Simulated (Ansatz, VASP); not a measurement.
Two plane-wave programs on CdSe

File INCAR:

```
SYSTEM = CdSe
PREC = Accurate
ENCUT = 520
EDIFF = 1E-6
ISMEAR = -1
SIGMA = 0.05
LREAL = .FALSE.
LASPH = .TRUE.
NELM = 80
ALGO = Normal
ISIF = 2
LWAVE = .FALSE.
LCHARG = .TRUE.
GGA = RE
LELF = .TRUE.
LVHAR = .TRUE.
NBANDS = 16
```

File KPOINTS:

```
Automatic mesh
0
G
  8 8 8
  0 0 0
```

Contents of POSCAR:

```
CdSe
1.0
    0.0000000000      2.8739580000      2.8739580000
    2.8739580000      0.0000000000      2.8739580000
    2.8739580000      2.8739580000      0.0000000000
Cd Se
1 1
Direct
    0.0000000000      0.0000000000      0.0000000000
    0.5000000000      0.5000000000      0.5000000000
```

input.yaml

```yaml
crystal:
  lattice:
    - [0.0, 2.873958, 2.873958]
    - [2.873958, 0.0, 2.873958]
    - [2.873958, 2.873958, 0.0]
  atoms:
    - { symbol: Cd, position: [0.0, 0.0, 0.0] }
    - { symbol: Se, position: [0.5, 0.5, 0.5] }
hamiltonian:
  xc: revpbe
  pseudopotentials: { kind: paw }
kpoints:
  mp_grid: { grid: [8, 8, 8] }
  band_path:
    path:
      - [[0.0, 0.0, 0.0], [0.5, 0.0, 0.5], [0.5, 0.25, 0.75], [0.375, 0.375, 0.75], [0.0, 0.0, 0.0], [0.5, 0.5, 0.5], [0.625, 0.25, 0.625], [0.5, 0.25, 0.75], [0.5, 0.5, 0.5], [0.375, 0.375, 0.75]]
      - [[0.625, 0.25, 0.625], [0.5, 0.0, 0.5]]
    npoints: 14
scf:
  occupations: { method: fermi_dirac, width: 0.05 }
  n_extra_bands: 6
output:
  forces: true
  stress: true
  eigenvalues: true
  fatbands: false
```

Alike in both runs: functional revPBE; k mesh 8 × 8 × 8; occupations fermi-dirac, width 0.05 eV; no spin polarisation.

```csv
,VASP,Ansatz
version,VASP 6.6.1,Ansatz 0.2.0
potentials or method,"VASP PAW PBE potentials, release 64 (Cd, Se)",Ansatz PAW
plane-wave cutoff (eV),520,420
valence electrons in the cell,18,36
task,single point,band structure
```

VASP gave:

* gap on the k mesh at the Fermi level (eV): none
* pressure (GPa): 1.6

Q: Which values does Ansatz return?

A: gap on the k mesh at the Fermi level (eV): none; pressure (GPa): 1.3.

VASP's potentials were made for PBE, not for revPBE. A gap of «none» marks a metal or a gap that the smearing closes. With one functional, cell and mesh, what is left measures potentials, basis and numerics. VASP's potentials hold 18 valence electrons a cell and Ansatz's 36, so a difference there can come from the potentials and not from the codes.
